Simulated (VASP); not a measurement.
# Zr4F (Im-3m) in VASP: further runs, part 2 of 2

VASP 6.6.1.

### 3 Single point, PBE

This run uses another cell than the first one, of 21.18 Å³/atom, 1.396 times its volume.

INCAR reads:

```
ALGO = Normal
EDIFF = 1E-6
ENCUT = 520
GGA = PE
ISIF = 2
ISMEAR = 0
LASPH = T
LCHARG = F
LREAL = F
LWAVE = F
NBANDS = 36
NELM = 80
PREC = Accurate
SIGMA = 0.1
```

KPOINTS reads:

```
k-points
0
Gamma
  4 4 4
```

POSCAR reads:

```
Zr4F
1.0
   -2.9806066853      2.9806066853      2.9806066853
    2.9806066853     -2.9806066853      2.9806066853
    2.9806066853      2.9806066853     -2.9806066853
Zr F
4 1
Direct
    0.0000000000      0.0000000000      0.5000000000
    0.5000000000      0.0000000000      0.0000000000
    0.5000000000      0.5000000000      0.5000000000
    0.0000000000      0.5000000000      0.0000000000
    0.0000000000      0.0000000000      0.0000000000
```

Potentials or basis: VASP PAW PBE potentials, release 64 (Zr_sv, F).

Run with:

```bash
cat potpaw_PBE.64/Zr_sv/POTCAR potpaw_PBE.64/F/POTCAR > POTCAR
mpirun -np 1 vasp_std > vasp.out
```

OUTCAR:

```text
EDIFF = 1E-6
   ENCUT = 520
   GGA = PE
   ISIF = 2
   ISMEAR = 0
   LASPH = T
   LREAL = F
   NELM = 80
   PREC = Accurate

 ion  position               nearest neighbor table
   1  0.000  0.000  0.500-   5 2.58   5 2.58   4 2.98   2 2.98   3 2.98   4 2.98   2 2.98   3 2.98

   2  0.500  0.000  0.000-   5 2.58   5 2.58   4 2.98   1 2.98   3 2.98   3 2.98   1 2.98   4 2.98

   3  0.500  0.500  0.500-   5 2.58   5 2.58   4 2.98   1 2.98   2 2.98   4 2.98   1 2.98   2 2.98

   4  0.000  0.500  0.000-   5 2.58   5 2.58   3 2.98   1 2.98   2 2.98   1 2.98   3 2.98   2 2.98

   5  0.000  0.000  0.000-   1 2.58   2 2.58   3 2.58   4 2.58   1 2.58   4 2.58   2 2.58   3 2.58

  LATTYP: Found a body centered cubic cell.
 ALAT       =     5.9612133706

  Lattice vectors:

 A1 = (  -2.9806066853,   2.9806066853,   2.9806066853)
 A2 = (   2.9806066853,  -2.9806066853,   2.9806066853)
 A3 = (   2.9806066853,   2.9806066853,  -2.9806066853)

Analysis of symmetry for initial positions (statically):
=====================================================================
 Subroutine PRICEL returns:
 Original cell was already a primitive cell.

 Routine SETGRP: Setting up the symmetry group for a
 body centered cubic supercell.

 Subroutine GETGRP returns: Found 48 space group operations
 (whereof 48 operations were pure point group operations)
 out of a pool of 48 trial point group operations.

The static configuration has the point symmetry O_h .

Analysis of symmetry for dynamics (positions and initial velocities):
=====================================================================
 Subroutine PRICEL returns:
 Original cell was already a primitive cell.

 Routine SETGRP: Setting up the symmetry group for a
 body centered cubic supercell.

 Subroutine GETGRP returns: Found 48 space group operations
 (whereof 48 operations were pure point group operations)
 out of a pool of 48 trial point group operations.

The dynamic configuration has the point symmetry O_h .

 Subroutine INISYM returns: Found 48 space group operations
 (whereof 48 operations are pure point group operations),
 and found     1 'primitive' translations

----------------------------------------------------------------------------------------

                                     Primitive cell

  volume of cell :     105.9190

  direct lattice vectors                    reciprocal lattice vectors
    -2.980606685  2.980606685  2.980606685     0.000000000  0.167751083  0.167751083
     2.980606685 -2.980606685  2.980606685     0.167751083  0.000000000  0.167751083
     2.980606685  2.980606685 -2.980606685     0.167751083  0.167751083  0.000000000

  length of vectors
     5.162562216  5.162562216  5.162562216     0.237235857  0.237235857  0.237235857

  position of ions in fractional coordinates (direct lattice)
     0.000000000  0.000000000  0.500000000
     0.500000000  0.000000000  0.000000000
     0.500000000  0.500000000  0.500000000
     0.000000000  0.500000000  0.000000000
     0.000000000  0.000000000  0.000000000

  ion indices of the primitive-cell ions
   primitive index   ion index
                 1           1
                 2           2
[... 27 lines left out ...]

 Found      8 irreducible k-points:

 Following reciprocal coordinates:
            Coordinates               Weight
  0.000000  0.000000  0.000000      1.000000
  0.250000  0.000000  0.000000     12.000000
  0.500000  0.000000  0.000000      6.000000
  0.250000  0.250000  0.000000     24.000000
  0.250000  0.250000  0.250000      2.000000
 -0.250000  0.250000  0.250000      6.000000
  0.500000  0.500000  0.250000     12.000000
  0.500000  0.500000  0.500000      1.000000
   k-points           NKPTS =      8   k-points in BZ     NKDIM =      8   number of bands    NBANDS=     36
   number of dos      NEDOS =    301   number of ions     NIONS =      5
   total plane-waves  NPLWV =  64000
   dimension x,y,z NGX =    40 NGY =   40 NGZ =   40
   dimension x,y,z NGXF=    80 NGYF=   80 NGZF=   80
   ions per type =               4   1
   NGX,Y,Z   is equivalent  to a cutoff of  12.88, 12.88, 12.88 a.u.
   NGXF,Y,Z  is equivalent  to a cutoff of  25.76, 25.76, 25.76 a.u.
 SYSTEM =  unknown system
   PREC   = accura    normal or accurate (medium, high low for compatibility)
   ISTART =      0    job   : 0-new  1-cont  2-samecut
   ICHARG =      2    charge: 1-file 2-atom 10-const
   ISPIN  =      1    spin polarized calculation?
   LNONCOLLINEAR =      F non collinear calculations
   LSORBIT =      F    spin-orbit coupling
   LASPH  =      T    aspherical Exc in radial PAW
   ENCUT  =  520.0 eV  38.22 Ry    6.18 a.u.   9.60  9.60  9.60*2*pi/ulx,y,z
   NELM   =     80;   NELMIN=  2; NELMDL= -5     # of ELM steps
   EDIFF  = 0.1E-05   stopping-criterion for ELM
   LREAL  =      F    real-space projection
   EDIFFG = 0.1E-04   stopping-criterion for IOM
   NSW    =      0    number of steps for IOM
   IBRION =     -1    ionic relax: 0-MD 1-quasi-New 2-CG
   NFREE  =      0    steps in history (QN), initial steepest desc. (CG)
   ISIF   =      2    stress and relaxation
   ISYM   =      2    0-nonsym 1-usesym 2-fastsym
   POTIM  = 0.5000    time-step for ionic-motion
   TEBEG  =    0.0;   TEEND  =   0.0 temperature during run
   PSTRESS=    0.0 pullay stress
   NELECT =      55.0000    total number of electrons
   NUPDOWN=      -1.0000    fix difference up-down
   EMIN   =  10.00;   EMAX   =-10.00  energy-range for DOS
   EFERMI =   0.00;   METHOD = LEGACY
   ISMEAR =     0;   SIGMA  =   0.10  broadening in eV -4-tet -1-fermi 0-gaus
   EFERMI_NEDOS =   21; number of points for ismear=-14 and -15
   IALGO  =     38    algorithm
   IMIX   =      4    mixing-type and parameters
     AMIX     =   0.40;   BMIX     =  1.00
     AMIX_MAG =   1.60;   BMIX_MAG =  1.00
  volume/ion in A,a.u.               =      21.18       142.96
  Fermi-wavevector in a.u.,A,eV,Ry     =   1.315844  2.486585 23.557744  1.731445
  Thomas-Fermi vector in A             =   2.445998
   LORBIT       =      0    0 simple, 1 ext, 2 COOP (PROOUT), +10 PAW based schemes
   GGA     = PE    functional components
   LHFCALC =     F    Hartree Fock is set to
   AEXX    =    0.0000 exact exchange contribution
   IVDW    =     0    specifies the selected vdW correction
   LEPSILON=     F    determine dielectric tensor
   LRPA    =     F    only Hartree local field effects (RPA)
 non-spin polarized calculation
 Gauss-broadening in eV      SIGMA  =   0.10
  energy-cutoff  :      520.00
  volume of cell :      105.92
 maximum number of plane-waves:      2916
 NGX is ok and might be reduce to    40
   NGX = 19   NGY = 19   NGZ = 19

 number of electron      54.9999993 magnetization

 Free energy of the ion-electron system (eV)
  ---------------------------------------------------
  ext. energy  EPLUGINS =         0.00000000
  ---------------------------------------------------
  free energy    TOTEN  =       -35.06655366 eV

  energy without entropy =      -35.04385455  energy(sigma->0) =      -35.05520411

 E-fermi :   8.2201     XC(G=0): -10.7678

 val. band max:        8.2034160246   @ k =   0.2500   0.0000   0.0000
 cond. band min:       8.3393341675   @ k =   0.5000   0.5000   0.5000
 fundamental gap:      0.1359181429
 Fermi energy:         8.2201147772

 k-point     1 :       0.0000    0.0000    0.0000
  band No.  band energies     occupation
      1     -40.6684      2.00000
      2     -40.4491      2.00000
      3     -40.4491      2.00000
      4     -40.4491      2.00000
      5     -19.1936      2.00000
      6     -19.1936      2.00000
[... 301 lines left out ...]
     35      10.6023      0.00000
     36      11.1865      0.00000

------------------------ aborting loop because EDIFF is reached ----------------------------------------

  FORCE on cell =-STRESS in cart. coord.  units (eV):
  Direction    XX          YY          ZZ          XY          YZ          ZX
  --------------------------------------------------------------------------------------
  -------------------------------------------------------------------------------------
  Total        0.2256884      0.2256884      0.2256884     -0.0000000      0.0000000      0.0000000
  in kB        3.4138613      3.4138613      3.4138613     -0.0000000      0.0000000      0.0000000
  external PRESSURE =       3.4138613 kB  Pullay stress =       0.0000000 kB

 VOLUME and BASIS-vectors are now :
 -----------------------------------------------------------------------------
  energy-cutoff  :      520.00
  volume of cell :      105.92
      direct lattice vectors                 reciprocal lattice vectors
    -2.980606685  2.980606685  2.980606685     0.000000000  0.167751083  0.167751083
     2.980606685 -2.980606685  2.980606685     0.167751083  0.000000000  0.167751083
     2.980606685  2.980606685 -2.980606685     0.167751083  0.167751083  0.000000000

 POSITION                                       TOTAL-FORCE (eV/Angst)
 -----------------------------------------------------------------------------------
      1.49030      1.49030     -1.49030        -0.000000      0.000000     -0.000000
     -1.49030      1.49030      1.49030        -0.000000     -0.000000      0.000000
      1.49030      1.49030      1.49030         0.000000     -0.000000      0.000000
      1.49030     -1.49030      1.49030         0.000000     -0.000000     -0.000000
      0.00000      0.00000      0.00000         0.000000      0.000000     -0.000000
 -----------------------------------------------------------------------------------
    total drift:                                0.000000     -0.000000      0.000000

  FREE ENERGIE OF THE ION-ELECTRON SYSTEM (eV)
  ---------------------------------------------------
  free  energy   TOTEN  =       -35.0665536587 eV

  energy  without entropy=      -35.0438545543  energy(sigma->0) =      -35.05520411
```

stdout:

```text
POSCAR found type information on POSCAR ZrF
 POSCAR found :  2 types and       5 ions
 scaLAPACK will be used
 LDA part: xc-table for (Slater+PW92), standard interpolation
 POSCAR, INCAR and KPOINTS ok, starting setup
 FFT: planning ... GRIDC
 FFT: planning ... GRID_SOFT
 FFT: planning ... GRID
 WAVECAR not read
 entering main loop
```

It took 16 s on 1 thread of Intel Xeon 6975P-C (Granite Rapids), shared host; peak memory 0.24 GiB.

What came out:

```
Free energy : -35.0666 eV
Pressure    : 0.3 GPa
```

Caveat: the k points lie up to 0.37 Å⁻¹ apart; an odd number of electrons without spin polarisation forces a metal; a magnetic or distorted state may lie lower.
